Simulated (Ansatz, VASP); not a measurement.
**LiF: VASP beside Ansatz**

File INCAR:

```
SYSTEM = LiF
  PREC = Accurate
  ENCUT = 750
  EDIFF = 1E-6
  ISMEAR = 0
  SIGMA = 0.02
  LREAL = .False.
  LASPH = .True.
  NELM = 120
  ALGO = Normal
  ISIF = 2
  LWAVE = .False.
  LCHARG = .False.
  GGA = PE
  NBANDS = 12
  GGA_COMPAT = .False.
```

File KPOINTS:

```
Automatic mesh
0
Gamma
  10 10 10
  0 0 0
```

File POSCAR:

```
LiF
1.0
    0.0000000000      2.0531308540      2.0531308540
    2.0531308540      0.0000000000      2.0531308540
    2.0531308540      2.0531308540      0.0000000000
Li F
1 1
Direct
    0.0000000000      0.0000000000      0.0000000000
    0.5000000000      0.5000000000      0.5000000000
```

Input for Ansatz:

```yaml
crystal:
  lattice:
    - [0.0, 2.053130854, 2.053130854]
    - [2.053130854, 0.0, 2.053130854]
    - [2.053130854, 2.053130854, 0.0]
  atoms:
    - { symbol: Li, position: [0.0, 0.0, 0.0] }
    - { symbol: F, position: [0.5, 0.5, 0.5] }
basis: {}
kpoints:
  mp_grid: { grid: [10, 10, 10] }
hamiltonian:
  xc: pbe
  pseudopotentials: { kind: all_electron, lapw: {} }
scf:
  occupations: { method: gaussian, width: 0.02 }
output:
  forces: true
  stress: true
  eigenvalues: true
```

Alike in both runs: task single point; functional PBE; k mesh 10 × 10 × 10; occupations gaussian, width 0.02 eV; no spin polarisation.

|  | VASP | Ansatz |
| --- | --- | --- |
| version | VASP 6.6.1 | Ansatz 0.2.0 |
| potentials or method | VASP PAW PBE potentials, release 64 (Li_sv, F), cutoff 750 eV | scalar-relativistic, all-electron LAPW |

VASP gave:

* gap on the k mesh at the Fermi level (eV): 8.58
* least direct gap on the mesh (eV): 8.58
* pressure (GPa): -2.4

Q: Estimate Ansatz's values.

A: gap on the k mesh at the Fermi level (eV): 8.57; least direct gap on the mesh (eV): 8.57; pressure (GPa): -1.9.

Ansatz ran all-electron here, and VASP with PAW potentials.
